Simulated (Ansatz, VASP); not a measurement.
**Two plane-wave programs on TaC**

INCAR

```
PREC = Accurate
ENCUT = 600
EDIFF = 1E-6
ISMEAR = 0
SIGMA = 0.05
LREAL = F
LASPH = T
NELM = 120
ALGO = Normal
ISIF = 2
LWAVE = F
LCHARG = F
GGA = PS
IVDW = 12
NBANDS = 14
GGA_COMPAT = F
```

KPOINTS

```
regular mesh
0
Gamma
  10 10 10
```

POSCAR

```
TaC
1.0
    0.0000000000      2.1760305289      2.1760305289
    2.1760305289      0.0000000000      2.1760305289
    2.1760305289      2.1760305289      0.0000000000
Ta C
1 1
Direct
    0.0000000000      0.0000000000      0.0000000000
    0.5000000000      0.5000000000      0.5000000000
```

Input for Ansatz:

```yaml
crystal:
  lattice:
    - [0.0, 2.1760305289, 2.1760305289]
    - [2.1760305289, 0.0, 2.1760305289]
    - [2.1760305289, 2.1760305289, 0.0]
  atoms:
    - { symbol: Ta, position: [0.0, 0.0, 0.0] }
    - { symbol: C, position: [0.5, 0.5, 0.5] }
basis:
  ecutwfc: 420
  ecutrho_ratio: 4
kpoints:
  mp_grid: { grid: [10, 10, 10] }
hamiltonian:
  xc: pbesol
  dispersion: d3bj
scf:
  occupations: { method: gaussian, width: 0.05 }
output:
  forces: true
  stress: true
  eigenvalues: true
```

Alike in both runs: task single point; functional PBEsol; dispersion D3(BJ); k mesh 10 × 10 × 10; occupations gaussian, width 0.05 eV; no spin polarisation.

|  | VASP | Ansatz |
| --- | --- | --- |
| version | VASP 6.6.1 | Ansatz 0.2.0 |
| potentials or method | VASP PAW PBE potentials, release 64 (Ta_pv, C), cutoff 600 eV | scalar-relativistic, plane waves, PAW |
| valence electrons in the cell | 15 | 17 |

```csv
,VASP,Ansatz,Ansatz less VASP
gap on the k mesh at the Fermi level (eV),none,none,-
pressure (GPa),16.6,15.5,-1.07
```

VASP's potentials were made for PBE, not for PBEsol. A gap of «none» marks a metal or a gap that the smearing closes. VASP's potentials hold 15 valence electrons a cell and Ansatz's 17, so a difference there can come from the potentials and not from the codes.

Neither program's run includes spin-orbit coupling.
